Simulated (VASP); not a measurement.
# BeSe5 in VASP: a series of runs

BeSe5 is run at these levels: PBE, PBE+D3(BJ); tasks: single point.

All numbers are computed with VASP 6.6.1; they aren't measurements. Logs are shortened: lines on timing, memory, paths and dates and some standing lists are left out, and cuts for length are marked.

**1. The cell of the first run**

The typed cell holds 12 atoms: a = 9.272 Å, b = 9.272 Å, c = 5.341 Å, α = 90.00°, β = 90.00°, γ = 120.00°.

The cell was generated, and may not be a known phase.

**2. Single point, PBE**

The input, INCAR:

```
PREC = Accurate
ENCUT = 520
EDIFF = 1E-6
ISMEAR = 0
SIGMA = 0.1
LREAL = False
LASPH = True
NELM = 60
ALGO = Normal
ISIF = 2
LWAVE = False
LCHARG = False
GGA = PE
NBANDS = 44
```

The input, KPOINTS:

```
regular mesh
0
Gamma
  3 3 4
```

The input, POSCAR:

```
BeSe5
1.0
    9.2722825298      0.0000000000      0.0000000000
   -4.6361412649      8.0300322219      0.0000000000
    0.0000000000      0.0000000000      5.3409087044
Be Se
2 10
Direct
    0.0000000000      0.0000000000      0.0000000000
    0.0000000000      0.0000000000      0.5000000000
    0.3333333333      0.6666666667      0.4999288652
    0.6666666667      0.3333333333      0.9999288652
    0.6666666667      0.3333333333      0.5000711348
    0.3333333333      0.6666666667      0.0000711348
    0.5000000000      0.0000000000      0.0000000000
    0.0000000000      0.5000000000      0.0000000000
    0.5000000000      0.5000000000      0.0000000000
    0.5000000000      0.0000000000      0.5000000000
    0.0000000000      0.5000000000      0.5000000000
    0.5000000000      0.5000000000      0.5000000000
```

Potentials or basis: VASP PAW PBE potentials, release 64 (Be, Se).

Run with:

```sh
$ cat potpaw_PBE.64/Be/POTCAR potpaw_PBE.64/Se/POTCAR > POTCAR
$ mpirun -np 1 vasp_std > vasp.out
```

OUTCAR:

```text
PREC = Accurate
   ENCUT = 520
   EDIFF = 1E-6
   ISMEAR = 0
   LREAL = False
   LASPH = True
   NELM = 60
   ISIF = 2
   GGA = PE

 ion  position               nearest neighbor table
   1  0.000  0.000  0.000-
   2  0.000  0.000  0.500-
   3  0.333  0.667  0.500-   6 2.67   6 2.67  11 2.68  10 2.68  12 2.68
   4  0.667  0.333  1.000-   5 2.67   5 2.67   8 2.68   7 2.68   9 2.68
   5  0.667  0.333  0.500-   4 2.67   4 2.67  11 2.68  10 2.68  12 2.68
   6  0.333  0.667  0.000-   3 2.67   3 2.67   8 2.68   7 2.68   9 2.68
   7  0.500  0.000  0.000-  10 2.67  10 2.67   4 2.68   6 2.68
   8  0.000  0.500  0.000-  11 2.67  11 2.67   4 2.68   6 2.68
   9  0.500  0.500  0.000-  12 2.67  12 2.67   4 2.68   6 2.68
  10  0.500  0.000  0.500-   7 2.67   7 2.67   3 2.68   5 2.68
  11  0.000  0.500  0.500-   8 2.67   8 2.67   3 2.68   5 2.68
  12  0.500  0.500  0.500-   9 2.67   9 2.67   3 2.68   5 2.68

  LATTYP: Found a hexagonal cell.
 ALAT       =     9.2722825298
 C/A-ratio  =     0.5760079772

  Lattice vectors:

 A1 = (   9.2722825298,   0.0000000000,   0.0000000000)
 A2 = (  -4.6361412649,   8.0300322219,   0.0000000000)
 A3 = (   0.0000000000,   0.0000000000,   5.3409087044)

Analysis of symmetry for initial positions (statically):
=====================================================================
 Subroutine PRICEL returns:
 Original cell was already a primitive cell.

 Routine SETGRP: Setting up the symmetry group for a
 hexagonal supercell.

 Subroutine GETGRP returns: Found 24 space group operations
 (whereof 12 operations were pure point group operations)
 out of a pool of 24 trial point group operations.

The static configuration has the point symmetry D_3d.
 The point group associated with its full space group is D_6h.

Analysis of symmetry for dynamics (positions and initial velocities):
=====================================================================
 Subroutine PRICEL returns:
 Original cell was already a primitive cell.

 Routine SETGRP: Setting up the symmetry group for a
 hexagonal supercell.

 Subroutine GETGRP returns: Found 24 space group operations
 (whereof 12 operations were pure point group operations)
 out of a pool of 24 trial point group operations.

The dynamic configuration has the point symmetry D_3d.
 The point group associated with its full space group is D_6h.

 Subroutine INISYM returns: Found 24 space group operations
 (whereof 12 operations are pure point group operations),
 and found     1 'primitive' translations

----------------------------------------------------------------------------------------

                                     Primitive cell

  volume of cell :     397.6666

  direct lattice vectors                    reciprocal lattice vectors
     9.272282530  0.000000000  0.000000000     0.107848310  0.062266251  0.000000000
    -4.636141265  8.030032222  0.000000000     0.000000000  0.124532502  0.000000000
     0.000000000  0.000000000  5.340908704     0.000000000  0.000000000  0.187234056

  length of vectors
     9.272282530  9.272282530  5.340908704     0.124532502  0.124532502  0.187234056

  position of ions in fractional coordinates (direct lattice)
     0.000000000  0.000000000  0.000000000
     0.000000000  0.000000000  0.500000000
     0.333333333  0.666666667  0.499928865
     0.666666667  0.333333333  0.999928865
     0.666666667  0.333333333  0.500071135
     0.333333333  0.666666667  0.000071135
     0.500000000  0.000000000  0.000000000
     0.000000000  0.500000000  0.000000000
     0.500000000  0.500000000  0.000000000
     0.500000000  0.000000000  0.500000000
     0.000000000  0.500000000  0.500000000
     0.500000000  0.500000000  0.500000000

  ion indices of the primitive-cell ions
   primitive index   ion index
                 1           1
                 2           2
                 3           3
                 4           4
                 5           5
                 6           6
                 7           7
                 8           8
                 9           9
                10          10
                11          11
                12          12

----------------------------------------------------------------------------------------

 KPOINTS: regular mesh

Automatic generation of k-mesh.
 Grid dimensions read from file:
 generate k-points for:    3    3    4

 Generating k-lattice:

  Cartesian coordinates                     Fractional coordinates (reciprocal lattice)
     0.035949437  0.020755417  0.000000000     0.333333333  0.000000000  0.000000000
     0.000000000  0.041510834  0.000000000     0.000000000  0.333333333  0.000000000
     0.000000000  0.000000000  0.046808514     0.000000000  0.000000000  0.250000000

  Length of vectors
     0.041510834  0.041510834  0.046808514

  Shift w.r.t. Gamma in fractional coordinates (k-lattice)
     0.000000000  0.000000000  0.000000000

 Subroutine IBZKPT returns following result:
 ===========================================

 Found      9 irreducible k-points:

 Following reciprocal coordinates:
            Coordinates               Weight
  0.000000  0.000000  0.000000      1.000000
  0.333333 -0.000000  0.000000      6.000000
  0.333333  0.333333  0.000000      2.000000
  0.000000  0.000000  0.250000      2.000000
  0.333333 -0.000000  0.250000     12.000000
  0.333333  0.333333  0.250000      4.000000
  0.000000  0.000000  0.500000      1.000000
  0.333333 -0.000000  0.500000      6.000000
  0.333333  0.333333  0.500000      2.000000
   k-points           NKPTS =      9   k-points in BZ     NKDIM =      9   number of bands    NBANDS=     44
   number of dos      NEDOS =    301   number of ions     NIONS =     12
   total plane-waves  NPLWV = 196000
   dimension x,y,z NGX =    70 NGY =   70 NGZ =   40
   dimension x,y,z NGXF=   140 NGYF=  140 NGZF=   80
   ions per type =               2  10
   NGX,Y,Z   is equivalent  to a cutoff of  12.55, 12.55, 12.45 a.u.
   NGXF,Y,Z  is equivalent  to a cutoff of  25.10, 25.10, 24.90 a.u.
 SYSTEM =  unknown system
   PREC   = accura    normal or accurate (medium, high low for compatibility)
   ISTART =      0    job   : 0-new  1-cont  2-samecut
   ICHARG =      2    charge: 1-file 2-atom 10-const
   ISPIN  =      1    spin polarized calculation?
   LNONCOLLINEAR =      F non collinear calculations
   LSORBIT =      F    spin-orbit coupling
   LASPH  =      T    aspherical Exc in radial PAW
   ENCUT  =  520.0 eV  38.22 Ry    6.18 a.u.  17.24 17.24  9.93*2*pi/ulx,y,z
   NELM   =     60;   NELMIN=  2; NELMDL= -5     # of ELM steps
   EDIFF  = 0.1E-05   stopping-criterion for ELM
   LREAL  =      F    real-space projection
   EDIFFG = 0.1E-04   stopping-criterion for IOM
   NSW    =      0    number of steps for IOM
   IBRION =     -1    ionic relax: 0-MD 1-quasi-New 2-CG
   NFREE  =      0    steps in history (QN), initial steepest desc. (CG)
   ISIF   =      2    stress and relaxation
   ISYM   =      2    0-nonsym 1-usesym 2-fastsym
   POTIM  = 0.5000    time-step for ionic-motion
   TEBEG  =    0.0;   TEEND  =   0.0 temperature during run
   PSTRESS=    0.0 pullay stress
   NELECT =      64.0000    total number of electrons
   NUPDOWN=      -1.0000    fix difference up-down
   EMIN   =  10.00;   EMAX   =-10.00  energy-range for DOS
   EFERMI =   0.00;   METHOD = LEGACY
   ISMEAR =     0;   SIGMA  =   0.10  broadening in eV -4-tet -1-fermi 0-gaus
   EFERMI_NEDOS =   21; number of points for ismear=-14 and -15
   IALGO  =     38    algorithm
   IMIX   =      4    mixing-type and parameters
     AMIX     =   0.40;   BMIX     =  1.00
     AMIX_MAG =   1.60;   BMIX_MAG =  1.00
  volume/ion in A,a.u.               =      33.14       223.63
  Fermi-wavevector in a.u.,A,eV,Ry     =   0.890489  1.682780 10.789016  0.792970
  Thomas-Fermi vector in A             =   2.012186
   LORBIT       =      0    0 simple, 1 ext, 2 COOP (PROOUT), +10 PAW based schemes
   GGA     = PE    functional components
   LHFCALC =     F    Hartree Fock is set to
   AEXX    =    0.0000 exact exchange contribution
   IVDW    =     0    specifies the selected vdW correction
   LEPSILON=     F    determine dielectric tensor
   LRPA    =     F    only Hartree local field effects (RPA)
 non-spin polarized calculation
 Gauss-broadening in eV      SIGMA  =   0.10
  energy-cutoff  :      520.00
  volume of cell :      397.67
 maximum number of plane-waves:     10736
 NGX is ok and might be reduce to    70
   NGX = 35   NGY = 35   NGZ = 19

 number of electron      63.9999998 magnetization

 Free energy of the ion-electron system (eV)
  ---------------------------------------------------
  ext. energy  EPLUGINS =         0.00000000
  ---------------------------------------------------
  free energy    TOTEN  =       -35.32766294 eV

  energy without entropy =      -35.27283352  energy(sigma->0) =      -35.30024823

 E-fermi :   1.0432     XC(G=0):  -7.4098

 val. band max:        1.0075952881   @ k =   0.3333  -0.0000   0.2500
 cond. band min:       1.1097367854   @ k =   0.3333   0.3333   0.0000
 fundamental gap:      0.1021414973
 Fermi energy:         1.0431788984

 k-point     1 :       0.0000    0.0000    0.0000
  band No.  band energies     occupation
      1     -14.7523      2.00000
      2     -13.8498      2.00000
      3     -13.0034      2.00000
      4     -13.0034      2.00000
      5     -11.9627      2.00000
      6     -11.2895      2.00000
[... 36 lines left out ...]
     43       5.2463      0.00000
     44       5.2463      0.00000
[... 335 lines left out ...]
      4     -13.3901      2.00000
      5     -11.9429      2.00000
      6     -11.9429      2.00000
[... 36 lines left out ...]
     43       3.4633      0.00000
     44       3.4633      0.00000

------------------------ aborting loop because EDIFF is reached ----------------------------------------

  FORCE on cell =-STRESS in cart. coord.  units (eV):
  Direction    XX          YY          ZZ          XY          YZ          ZX
  --------------------------------------------------------------------------------------
  -------------------------------------------------------------------------------------
  Total        0.8056371      0.8056371      0.3465693      0.0000000      0.0000000      0.0000000
  in kB        3.2458685      3.2458685      1.3963092      0.0000000      0.0000000      0.0000000
  external PRESSURE =       2.6293487 kB  Pullay stress =       0.0000000 kB

 VOLUME and BASIS-vectors are now :
 -----------------------------------------------------------------------------
  energy-cutoff  :      520.00
  volume of cell :      397.67
      direct lattice vectors                 reciprocal lattice vectors
     9.272282530  0.000000000  0.000000000     0.107848310  0.062266251  0.000000000
    -4.636141265  8.030032222  0.000000000     0.000000000  0.124532502  0.000000000
     0.000000000  0.000000000  5.340908704     0.000000000  0.000000000  0.187234056

 POSITION                                       TOTAL-FORCE (eV/Angst)
 -----------------------------------------------------------------------------------
      0.00000      0.00000      0.00000        -0.000000      0.000000      0.000000
      0.00000      0.00000      2.67045        -0.000000      0.000000      0.000000
     -0.00000      5.35335      2.67007         0.000000     -0.000000      0.003602
      4.63614      2.67668      5.34053         0.000000      0.000000      0.003602
      4.63614      2.67668      2.67083         0.000000      0.000000     -0.003602
     -0.00000      5.35335      0.00038        -0.000000     -0.000000     -0.003602
      4.63614      0.00000      0.00000        -0.000000      0.000000      0.000000
     -2.31807      4.01502      0.00000        -0.000000      0.000000      0.000000
      2.31807      4.01502      0.00000        -0.000000      0.000000      0.000000
      4.63614      0.00000      2.67045        -0.000000      0.000000      0.000000
     -2.31807      4.01502      2.67045        -0.000000      0.000000      0.000000
      2.31807      4.01502      2.67045        -0.000000      0.000000      0.000000
 -----------------------------------------------------------------------------------
    total drift:                                0.000000     -0.000000      0.000000

  FREE ENERGIE OF THE ION-ELECTRON SYSTEM (eV)
  ---------------------------------------------------
  free  energy   TOTEN  =       -35.3276629375 eV

  energy  without entropy=      -35.2728335171  energy(sigma->0) =      -35.30024823
```

Wall time 6.4 min (1 thread of Intel Xeon 8259CL, shared host); peak memory 0.5 GiB.

Results:

- Free energy: -35.3277 eV
- Pressure: 0.3 GPa
- Largest force: 0.004 eV/Å
- Band gap on the k mesh: zero (bands 32 and 33 overlap by 1.78 eV)

Forces in eV/Å, atoms in the order of the input:
```
Be   0.000  0.000  0.000
Be   0.000  0.000  0.000
Se   0.000  0.000  0.004
Se   0.000  0.000  0.004
Se   0.000  0.000 -0.004
Se   0.000  0.000 -0.004
Se   0.000  0.000  0.000
Se   0.000  0.000  0.000
Se   0.000  0.000  0.000
Se   0.000  0.000  0.000
Se   0.000  0.000  0.000
Se   0.000  0.000  0.000
```

(Continued in part 2 of 2.)

The gap in the log of VASP goes by the Fermi energy; the results here count the filled bands.